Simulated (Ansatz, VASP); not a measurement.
# Two plane-wave programs on MgSiN

```
Mg Si N
1.0
     3.06688    0.00000    0.00000
     0.00000    3.06705    0.00000
     0.00000    0.00000    3.82479
Mg Si N
1 1 1
Direct
  0.00000 0.00000 0.00000
  0.50000 0.50000 0.50000
  0.50000 0.50000 0.00000
```

Change from the starting cell: species swapped into the ErCoC type (Pmmm, No. 47).

Alike in both runs: functional PBE; k mesh 16 × 16 × 12; occupations gaussian, width 0.1 eV; no spin polarisation.

Ansatz relaxed the structure, and its values are those at the end. VASP's run is a single point on that final structure, the one shown.

|  | VASP | Ansatz |
| --- | --- | --- |
| version | VASP 6.6.1 | Ansatz 0.2.0 |
| potentials or method | VASP PAW PBE potentials, release 64 (Mg, Si, N), cutoff 520 eV | scalar-relativistic, plane waves, PAW |
| valence electrons in the cell | 11 | 19 |

Ansatz gave:

```
gap on the k mesh at the Fermi level (eV) : none
pressure (GPa)                            : 0.0
```

Question: Which values does VASP return?

Answer: gap on the k mesh at the Fermi level (eV): none; pressure (GPa): -0.3.

A gap of «none» marks a metal or a gap that the smearing closes. The functional is the same, so the differences come from potentials, cutoffs and numerics. VASP's potentials hold 11 valence electrons a cell and Ansatz's 19, so a difference there can come from the potentials and not from the codes. Ansatz's warnings: near symmetry operations not taken.
